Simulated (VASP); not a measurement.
Wanted: the native input for a VASP 6.6.1 run.

```yaml
Task: single point
Functional: PBEsol
Potentials_or_basis: VASP PAW PBE potentials, release 64 (Tl_d)
Cutoff: 520 eV
k_mesh: 9 × 9 × 5
Occupations: fermi-dirac, width 0.05 eV
Spin: no spin polarisation
Dipole_correction: no
Further_INCAR_settings: ALGO = Fast; EDIFF = 1e-07; NBANDS = 20
```

The structure of Tl lies in POSCAR:

```
Tl
1.0
    3.4560000000      0.0000000000      0.0000000000
   -1.7280000000      2.9929837955      0.0000000000
    0.0000000000      0.0000000000      5.5250000000
Tl
2
Direct
    0.6666666667      0.3333333333      0.7500000000
    0.3333333333      0.6666666667      0.2500000000
```

These files were run (other wordings do the same):

INCAR

```
SYSTEM = Tl
PREC     = Accurate       ! precision mode
ENCUT    = 520            ! plane-wave cutoff, eV
EDIFF    = 1E-7           ! SCF threshold, eV
ISMEAR   = -1             ! smearing method
SIGMA    = 0.05           ! smearing width, eV
LREAL    = .FALSE.        ! projectors in reciprocal space
LASPH    = .TRUE.         ! aspherical terms in the spheres
NELM     = 100            ! most SCF steps
ALGO     = Fast           ! electronic algorithm
ISIF     = 2              ! what is computed and relaxed
LWAVE    = .FALSE.        ! write WAVECAR
LCHARG   = .FALSE.        ! write CHGCAR
GGA      = PS             ! functional
NBANDS   = 20             ! bands
```

KPOINTS

```
Automatic mesh
0
G
  9 9 5
  0 0 0
```

Potentials or basis: VASP PAW PBE potentials, release 64 (Tl_d).

Command:

```console
$ cat potpaw_PBE.64/Tl_d/POTCAR > POTCAR
$ mpirun -np 1 vasp_std > vasp.out
```

It gave:

| Property | Result |
| --- | --- |
| Pressure | 0.2 GPa |
| Band gap on the k mesh | zero (band 13 reaches 8.48 eV, above the bottom of band 14 at 4.80 eV) |

Caveat: the PAW data sets were made with another functional, which shifts forces and pressure a little; spin-orbit coupling is left out, which moves the levels of the heavy elements.

It took 24 s on 1 thread of Intel(R) Xeon(R) Platinum 8488C (Sapphire Rapids), on a shared host, peak memory 0.18 GiB.
